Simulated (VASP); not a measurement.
Input of a VASP 6.6.1 run:

The input INCAR:

```
SYSTEM = TiO2
PREC     = Accurate       ! precision mode
ENCUT    = 520            ! plane-wave cutoff, eV
EDIFF    = 1E-6           ! SCF threshold, eV
ISMEAR   = 0              ! smearing method
SIGMA    = 0.05           ! smearing width, eV
LREAL    = .FALSE.        ! projectors in reciprocal space
LASPH    = .TRUE.         ! aspherical terms in the spheres
NELM     = 100            ! most SCF steps
ALGO     = Normal         ! electronic algorithm
ISIF     = 2              ! what is computed and relaxed
LWAVE    = .FALSE.        ! write WAVECAR
LCHARG   = .FALSE.        ! write CHGCAR
GGA      = PE             ! functional
NBANDS   = 33             ! bands
```

File KPOINTS:

```
regular mesh
0
G
  8 8 10
  0 0 0
```

The input POSCAR:

```
TiO2
1.0
    4.3229269903      0.0000000000      0.0000000000
    0.0000000000      4.3229269903      0.0000000000
    0.0000000000      0.0000000000      2.8725849850
Ti O
2 4
Direct
    0.0000000000      0.0000000000      0.0000000000
    0.5000000000      0.5000000000      0.5000000000
    0.3050970583      0.3050970583      0.0000000000
    0.1949029417      0.8050970583      0.5000000000
    0.6949029417      0.6949029417      0.0000000000
    0.8050970583      0.1949029417      0.5000000000
```

Potentials or basis: VASP PAW PBE potentials, release 64 (Ti_sv, O).

The run is started by

```bash
$ cat potpaw_PBE.64/Ti_sv/POTCAR potpaw_PBE.64/O/POTCAR > POTCAR
$ mpirun -np 1 vasp_std > vasp.out
```

Task: Estimate the largest force.

Result: 0.759 eV/Å.

Task: What does it give for the band gap on the k mesh?

Result: 2.19 eV (least direct gap 2.20 eV).

Task: Estimate the pressure.

Result: 55.6 GPa.

Stress tensor (GPa, compression positive):
```
55.33  0.00  0.00
 0.00 55.33  0.00
 0.00  0.00 56.23
```

Caveat: the cell stands under pressure. A k mesh can miss the band edges.
